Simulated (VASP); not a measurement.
# Si2W (P6_222) in VASP: a series of runs

Si2W is run at these levels: PBE; tasks: single point.

Program: VASP 6.6.1. These are calculated values, not measurements. Logs are shortened: lines on timing, memory, paths and dates and some standing lists are left out, and cuts for length are marked.

**1. The cell of the first run**

The structure is hexagonal, space group P6_222 (No. 180). Conventional cell: a = 4.665 Å, b = 4.665 Å, c = 6.504 Å, α = 90.00°, β = 90.00°, γ = 120.00°. Within 3.3 Å of Si (site symmetry 2) lie 5 W at 2.46 to 2.81 Å and 7 Si at 2.50 to 3.15 Å. Within 3.3 Å of W (site symmetry 222) lie 10 Si at 2.46 to 2.81 Å and 4 W at 3.18 Å.

**2. Single point, PBE (c/a of the conventional cell at fixed volume 1.3944)**

INCAR

```
SYSTEM = Si2W
PREC     = Accurate       ! precision mode
ENCUT    = 520            ! plane-wave cutoff, eV
EDIFF    = 1E-7           ! SCF threshold, eV
ISMEAR   = 0              ! smearing method
SIGMA    = 0.03           ! smearing width, eV
LREAL    = .False.        ! projectors in reciprocal space
LASPH    = .True.         ! aspherical terms in the spheres
NELM     = 60             ! most SCF steps
ALGO     = Normal         ! electronic algorithm
ISIF     = 2              ! what is computed and relaxed
LWAVE    = .False.        ! write WAVECAR
LCHARG   = .False.        ! write CHGCAR
GGA      = PE             ! functional
NBANDS   = 43             ! bands
```

KPOINTS

```
Automatic mesh
0
Gamma
  9 9 6
  0 0 0
```

POSCAR

```
Si2W
1.0
    4.6646658316      0.0000000000      0.0000000000
   -2.3323329158      4.0397191103      0.0000000000
    0.0000000000      0.0000000000      6.5044100356
Si W
6 3
Direct
    0.8050634200      0.6101268399      0.5000000000
    0.1949365800      0.8050634200      0.8333333333
    0.6101268399      0.8050634200      0.1666666667
    0.1949365800      0.3898731601      0.5000000000
    0.8050634200      0.1949365800      0.8333333333
    0.3898731601      0.1949365800      0.1666666667
    0.0000000000      0.5000000000      0.1666666667
    0.5000000000      0.5000000000      0.8333333333
    0.5000000000      0.0000000000      0.5000000000
```

Potentials or basis: VASP PAW PBE potentials, release 64 (Si, W_sv).

Started as:

```sh
> cat potpaw_PBE.64/Si/POTCAR potpaw_PBE.64/W_sv/POTCAR > POTCAR
> mpirun -np 1 vasp_std > vasp.out
```

OUTCAR:

```text
SYSTEM = Si2W
   PREC = Accurate
   ENCUT = 520
   EDIFF = 1E-7
   ISMEAR = 0
   LREAL = .False.
   LASPH = .True.
   NELM = 60
   ISIF = 2
   GGA = PE

 ion  position               nearest neighbor table
   1  0.805  0.610  0.500-   9 2.46   4 2.50   4 2.50   7 2.50   8 2.50   2 2.68   3 2.68   9 2.81
                             9 2.81   6 2.91   5 2.91
   2  0.195  0.805  0.833-   8 2.46   5 2.50   5 2.50   9 2.50   7 2.50   1 2.68   6 2.68   8 2.81
                             8 2.81   4 2.91   3 2.91
   3  0.610  0.805  0.167-   7 2.46   6 2.50   6 2.50   9 2.50   8 2.50   1 2.68   5 2.68   7 2.81
                             7 2.81   4 2.91   2 2.91
   4  0.195  0.390  0.500-   9 2.46   1 2.50   1 2.50   7 2.50   8 2.50   5 2.68   6 2.68   9 2.81
                             9 2.81   2 2.91   3 2.91
   5  0.805  0.195  0.833-   8 2.46   2 2.50   2 2.50   9 2.50   7 2.50   4 2.68   3 2.68   8 2.81
                             8 2.81   1 2.91   6 2.91
   6  0.390  0.195  0.167-   7 2.46   3 2.50   3 2.50   9 2.50   8 2.50   4 2.68   2 2.68   7 2.81
                             7 2.81   1 2.91   5 2.91
   7  0.000  0.500  0.167-   3 2.46   6 2.46   4 2.50   1 2.50   5 2.50   2 2.50   3 2.81   6 2.81
                             3 2.81   6 2.81   9 3.18   9 3.18   8 3.18   8 3.18
   8  0.500  0.500  0.833-   2 2.46   5 2.46   4 2.50   1 2.50   3 2.50   6 2.50   5 2.81   2 2.81
                             2 2.81   5 2.81   9 3.18   9 3.18   7 3.18   7 3.18
   9  0.500  0.000  0.500-   1 2.46   4 2.46   6 2.50   3 2.50   2 2.50   5 2.50   4 2.81   1 2.81
                             1 2.81   4 2.81   7 3.18   8 3.18   8 3.18   7 3.18

  LATTYP: Found a hexagonal cell.
 ALAT       =     4.6646658316
 C/A-ratio  =     1.3944000000

  Lattice vectors:

 A1 = (   4.6646658316,   0.0000000000,   0.0000000000)
 A2 = (  -2.3323329158,   4.0397191103,   0.0000000000)
 A3 = (   0.0000000000,   0.0000000000,   6.5044100356)

Analysis of symmetry for initial positions (statically):
=====================================================================
 Subroutine PRICEL returns:
 Original cell was already a primitive cell.

 Routine SETGRP: Setting up the symmetry group for a
 hexagonal supercell.

 Subroutine GETGRP returns: Found 12 space group operations
 (whereof  4 operations were pure point group operations)
 out of a pool of 24 trial point group operations.

The static configuration has the point symmetry D_2 .
 The point group associated with its full space group is D_6 .

Analysis of symmetry for dynamics (positions and initial velocities):
=====================================================================
 Subroutine PRICEL returns:
 Original cell was already a primitive cell.

 Routine SETGRP: Setting up the symmetry group for a
 hexagonal supercell.

 Subroutine GETGRP returns: Found 12 space group operations
 (whereof  4 operations were pure point group operations)
 out of a pool of 24 trial point group operations.

The dynamic configuration has the point symmetry D_2 .
 The point group associated with its full space group is D_6 .

 Subroutine INISYM returns: Found 12 space group operations
 (whereof  4 operations are pure point group operations),
 and found     1 'primitive' translations

----------------------------------------------------------------------------------------

                                     Primitive cell

  volume of cell :     122.5687

  direct lattice vectors                    reciprocal lattice vectors
     4.664665832  0.000000000  0.000000000     0.214377629  0.123770982  0.000000000
    -2.332332916  4.039719110  0.000000000     0.000000000  0.247541963  0.000000000
     0.000000000  0.000000000  6.504410036     0.000000000  0.000000000  0.153741845

  length of vectors
     4.664665832  4.664665832  6.504410036     0.247541963  0.247541963  0.153741845

  position of ions in fractional coordinates (direct lattice)
     0.805063420  0.610126840  0.500000000
     0.194936580  0.805063420  0.833333333
     0.610126840  0.805063420  0.166666667
     0.194936580  0.389873160  0.500000000
     0.805063420  0.194936580  0.833333333
     0.389873160  0.194936580  0.166666667
     0.000000000  0.500000000  0.166666667
     0.500000000  0.500000000  0.833333333
     0.500000000  0.000000000  0.500000000

  ion indices of the primitive-cell ions
   primitive index   ion index
                 1           1
                 2           2
                 3           3
                 4           4
                 5           5
                 6           6
                 7           7
                 8           8
                 9           9

----------------------------------------------------------------------------------------

 KPOINTS: Automatic mesh

Automatic generation of k-mesh.
 Grid dimensions read from file:
 generate k-points for:    9    9    6

 Generating k-lattice:

  Cartesian coordinates                     Fractional coordinates (reciprocal lattice)
     0.023819737  0.013752331  0.000000000     0.111111111  0.000000000  0.000000000
     0.000000000  0.027504663  0.000000000     0.000000000  0.111111111  0.000000000
     0.000000000  0.000000000  0.025623641     0.000000000  0.000000000  0.166666667

  Length of vectors
     0.027504663  0.027504663  0.025623641

  Shift w.r.t. Gamma in fractional coordinates (k-lattice)
     0.000000000  0.000000000  0.000000000

 Subroutine IBZKPT returns following result:
 ===========================================

 Found     48 irreducible k-points:

 Following reciprocal coordinates:
            Coordinates               Weight
  0.000000  0.000000  0.000000      1.000000
  0.111111  0.000000  0.000000      6.000000
  0.222222  0.000000  0.000000      6.000000
  0.333333  0.000000  0.000000      6.000000
  0.444444  0.000000  0.000000      6.000000
  0.111111  0.111111  0.000000      6.000000
[... 16 lines left out ...]
  0.333333  0.222222  0.166667     24.000000
  0.333333  0.333333  0.166667      4.000000
 [... further k-points ...]
   k-points           NKPTS =     48   k-points in BZ     NKDIM =     48   number of bands    NBANDS=     43
   number of dos      NEDOS =    301   number of ions     NIONS =      9
   total plane-waves  NPLWV =  62208
   dimension x,y,z NGX =    36 NGY =   36 NGZ =   48
   dimension x,y,z NGXF=    72 NGYF=   72 NGZF=   96
   ions per type =               6   3
   NGX,Y,Z   is equivalent  to a cutoff of  12.83, 12.83, 12.27 a.u.
   NGXF,Y,Z  is equivalent  to a cutoff of  25.66, 25.66, 24.54 a.u.
 SYSTEM =  Si2W
   PREC   = accura    normal or accurate (medium, high low for compatibility)
   ISTART =      0    job   : 0-new  1-cont  2-samecut
   ICHARG =      2    charge: 1-file 2-atom 10-const
   ISPIN  =      1    spin polarized calculation?
   LNONCOLLINEAR =      F non collinear calculations
   LSORBIT =      F    spin-orbit coupling
   LASPH  =      T    aspherical Exc in radial PAW
   ENCUT  =  520.0 eV  38.22 Ry    6.18 a.u.   8.67  8.67 12.09*2*pi/ulx,y,z
   NELM   =     60;   NELMIN=  2; NELMDL= -5     # of ELM steps
   EDIFF  = 0.1E-06   stopping-criterion for ELM
   LREAL  =      F    real-space projection
   EDIFFG = 0.1E-05   stopping-criterion for IOM
   NSW    =      0    number of steps for IOM
   IBRION =     -1    ionic relax: 0-MD 1-quasi-New 2-CG
   NFREE  =      0    steps in history (QN), initial steepest desc. (CG)
   ISIF   =      2    stress and relaxation
   ISYM   =      2    0-nonsym 1-usesym 2-fastsym
   POTIM  = 0.5000    time-step for ionic-motion
   TEBEG  =    0.0;   TEEND  =   0.0 temperature during run
   PSTRESS=    0.0 pullay stress
   NELECT =      66.0000    total number of electrons
   NUPDOWN=      -1.0000    fix difference up-down
   EMIN   =  10.00;   EMAX   =-10.00  energy-range for DOS
   EFERMI =   0.00;   METHOD = LEGACY
   ISMEAR =     0;   SIGMA  =   0.03  broadening in eV -4-tet -1-fermi 0-gaus
   EFERMI_NEDOS =   21; number of points for ismear=-14 and -15
   IALGO  =     38    algorithm
   IMIX   =      4    mixing-type and parameters
     AMIX     =   0.40;   BMIX     =  1.00
     AMIX_MAG =   1.60;   BMIX_MAG =  1.00
  volume/ion in A,a.u.               =      13.62        91.90
  Fermi-wavevector in a.u.,A,eV,Ry     =   1.331873  2.516876 24.135194  1.773887
  Thomas-Fermi vector in A             =   2.460851
   LORBIT       =      0    0 simple, 1 ext, 2 COOP (PROOUT), +10 PAW based schemes
   GGA     = PE    functional components
   LHFCALC =     F    Hartree Fock is set to
   AEXX    =    0.0000 exact exchange contribution
   IVDW    =     0    specifies the selected vdW correction
   LEPSILON=     F    determine dielectric tensor
   LRPA    =     F    only Hartree local field effects (RPA)
 non-spin polarized calculation
 Gauss-broadening in eV      SIGMA  =   0.03
  energy-cutoff  :      520.00
  volume of cell :      122.57
 maximum number of plane-waves:      3328
 NGX is ok and might be reduce to    36
   NGX = 17   NGY = 17   NGZ = 25

 number of electron      66.0000011 magnetization

 Free energy of the ion-electron system (eV)
  ---------------------------------------------------
  ext. energy  EPLUGINS =         0.00000000
  ---------------------------------------------------
  free energy    TOTEN  =       -71.06100768 eV

  energy without entropy =      -71.06100768  energy(sigma->0) =      -71.06100768

 E-fermi :  12.1484     XC(G=0): -12.4281

 val. band max:       12.0260720544   @ k =   0.4444   0.1111   0.5000
 cond. band min:      12.3809224277   @ k =   0.3333   0.0000   0.3333
 fundamental gap:      0.3548503733
 Fermi energy:        12.1484050664

 k-point     1 :       0.0000    0.0000    0.0000
  band No.  band energies     occupation
      1     -61.9372      2.00000
      2     -61.9239      2.00000
      3     -61.9239      2.00000
      4     -26.4648      2.00000
      5     -26.4223      2.00000
      6     -26.4223      2.00000
[... 35 lines left out ...]
     42      15.4242      0.00000
     43      15.8779      0.00000

 k-point     2 :       0.1111    0.0000    0.0000
  band No.  band energies     occupation
      1     -61.9368      2.00000
      2     -61.9243      2.00000
      3     -61.9239      2.00000
      4     -26.4682      2.00000
      5     -26.4247      2.00000
      6     -26.4212      2.00000
[... 35 lines left out ...]
     42      15.6261      0.00000
     43      15.9881      0.00000

 k-point     3 :       0.2222    0.0000    0.0000
  band No.  band energies     occupation
      1     -61.9358      2.00000
      2     -61.9252      2.00000
      3     -61.9239      2.00000
      4     -26.4753      2.00000
      5     -26.4306      2.00000
      6     -26.4202      2.00000
[... 35 lines left out ...]
     42      15.8894      0.00000
     43      16.0288      0.00000

 k-point     4 :       0.3333    0.0000    0.0000
  band No.  band energies     occupation
      1     -61.9343      2.00000
      2     -61.9267      2.00000
      3     -61.9239      2.00000
      4     -26.4816      2.00000
      5     -26.4368      2.00000
      6     -26.4209      2.00000
[... 863 lines left out ...]
     42      15.4614      0.00000
     43      15.7945      0.00000

 k-point    23 :       0.3333    0.2222    0.1667
  band No.  band energies     occupation
      1     -61.9322      2.00000
      2     -61.9286      2.00000
      3     -61.9240      2.00000
      4     -26.4788      2.00000
      5     -26.4628      2.00000
      6     -26.3987      2.00000
[... 35 lines left out ...]
     42      15.3002      0.00000
     43      15.5267      0.00000

 k-point    24 :       0.3333    0.3333    0.1667
  band No.  band energies     occupation
      1     -61.9316      2.00000
      2     -61.9291      2.00000
      3     -61.9242      2.00000
      4     -26.4789      2.00000
      5     -26.4642      2.00000
      6     -26.3999      2.00000
[... 35 lines left out ...]
     42      15.2385      0.00000
     43      15.4996      0.00000

 [... further k-points ...]

------------------------ aborting loop because EDIFF is reached ----------------------------------------

  FORCE on cell =-STRESS in cart. coord.  units (eV):
  Direction    XX          YY          ZZ          XY          YZ          ZX
  --------------------------------------------------------------------------------------
  -------------------------------------------------------------------------------------
  Total        6.6269597      6.6269597     10.6954972      0.0000000      0.0000000      0.0000000
  in kB       86.6254085     86.6254085    139.8079746      0.0000000      0.0000000      0.0000000
  external PRESSURE =     104.3529305 kB  Pullay stress =       0.0000000 kB

 VOLUME and BASIS-vectors are now :
 -----------------------------------------------------------------------------
  energy-cutoff  :      520.00
  volume of cell :      122.57
      direct lattice vectors                 reciprocal lattice vectors
     4.664665832  0.000000000  0.000000000     0.214377629  0.123770982  0.000000000
    -2.332332916  4.039719110  0.000000000     0.000000000  0.247541963  0.000000000
     0.000000000  0.000000000  6.504410036     0.000000000  0.000000000  0.153741845

 POSITION                                       TOTAL-FORCE (eV/Angst)
 -----------------------------------------------------------------------------------
      2.33233      2.46474      3.25221         0.000000      3.341396      0.000000
     -0.96836      3.25223      5.42034        -2.893734      1.670698      0.000000
      0.96836      3.25223      1.08407         2.893734      1.670698     -0.000000
     -0.00000      1.57498      3.25221        -0.000000     -3.341396      0.000000
      3.30069      0.78749      5.42034         2.893734     -1.670698      0.000000
      1.36397      0.78749      1.08407        -2.893734     -1.670698      0.000000
     -1.16617      2.01986      1.08407        -0.000000     -0.000000      0.000000
      1.16617      2.01986      5.42034        -0.000000     -0.000000     -0.000000
      2.33233      0.00000      3.25221         0.000000     -0.000000     -0.000000
 -----------------------------------------------------------------------------------
    total drift:                               -0.000000      0.000000      0.000000

  FREE ENERGIE OF THE ION-ELECTRON SYSTEM (eV)
  ---------------------------------------------------
  free  energy   TOTEN  =       -71.0610076804 eV

  energy  without entropy=      -71.0610076804  energy(sigma->0) =      -71.06100768
```

Wall time 3.6 min (1 thread of Intel Xeon 6975P-C, shared host); peak memory 0.35 GiB.

What came out:

```yaml
Free_energy: -71.0610 eV
Pressure: 10.4 GPa
Largest_force: 3.341 eV/Å
Band_gap_on_the_k_mesh: 0.35 eV, indirect (least direct gap 0.54 eV)
```

Forces in eV/Å, atoms in the order of the input:
```
Si   0.000  3.341  0.000
Si  -2.894  1.671  0.000
Si   2.894  1.671  0.000
Si   0.000 -3.341  0.000
Si   2.894 -1.671  0.000
Si  -2.894 -1.671  0.000
W    0.000  0.000  0.000
W    0.000  0.000  0.000
W    0.000  0.000  0.000
```

Caveat: spin-orbit coupling is left out, which moves the levels of the heavy elements; forces of over 1 eV/Å act on the atoms, so gaps and moduli don't describe the material at rest.

[end of part 1 of 2]
